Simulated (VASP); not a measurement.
Wanted: the native input for a VASP 6.6.1 run.

- Task: single point
- Functional: PBE
- Potentials or basis: VASP PAW PBE potentials, release 64 (Pt)
- Cutoff: 520 eV
- k mesh: 19 × 19 × 4
- Occupations: gaussian, width 0.15 eV
- Spin: no spin polarisation
- Dipole correction: no
- Further INCAR settings: ALGO = Fast; EDIFF = 1e-06; NBANDS = 39

The structure of Pt lies in POSCAR:

```
Pt
1.0
    1.9579000000     -1.9579000000      0.0000000000
    1.9579000000      0.0000000000     -1.9579000000
    7.8316000000      7.8316000000      7.8316000000
Pt
6
Direct
    0.6666666667      0.6666666667      0.1666666667
    0.0000000000      0.0000000000      0.0000000000
    0.3333333333      0.3333333333      0.3333333333
    0.6666666667      0.6666666667      0.6666666667
    0.0000000000      0.0000000000      0.5000000000
    0.3333333333      0.3333333333      0.8333333333
```

The input as run:

INCAR

```
SYSTEM = Pt
PREC     = Accurate       ! precision mode
ENCUT    = 520            ! plane-wave cutoff, eV
EDIFF    = 1E-6           ! SCF threshold, eV
ISMEAR   = 0              ! smearing method
SIGMA    = 0.15           ! smearing width, eV
LREAL    = .False.        ! projectors in reciprocal space
LASPH    = .True.         ! aspherical terms in the spheres
NELM     = 80             ! most SCF steps
ALGO     = Fast           ! electronic algorithm
ISIF     = 2              ! what is computed and relaxed
LWAVE    = .False.        ! write WAVECAR
LCHARG   = .False.        ! write CHGCAR
GGA      = PE             ! functional
NBANDS   = 39             ! bands
```

KPOINTS

```
regular mesh
0
Gamma
  19 19 4
  0 0 0
```

Potentials or basis: VASP PAW PBE potentials, release 64 (Pt).

Run with:

```console
$ cat potpaw_PBE.64/Pt/POTCAR > POTCAR
$ mpirun -np 1 vasp_std > vasp.out
```

It gave:

```json
{"Pressure": "11.0 GPa", "Band gap on the k mesh": "zero (bands 30 and 31 overlap by 1.94 eV)"}
```

Caveat: the cell stands under pressure; spin-orbit coupling is left out, which moves the levels of the heavy elements.

Run time: 12 min on 1 thread of Intel(R) Xeon(R) Platinum 8259CL CPU @ 2.50GHz (Skylake/Cascade Lake), on a shared host, peak memory 0.5 GiB.
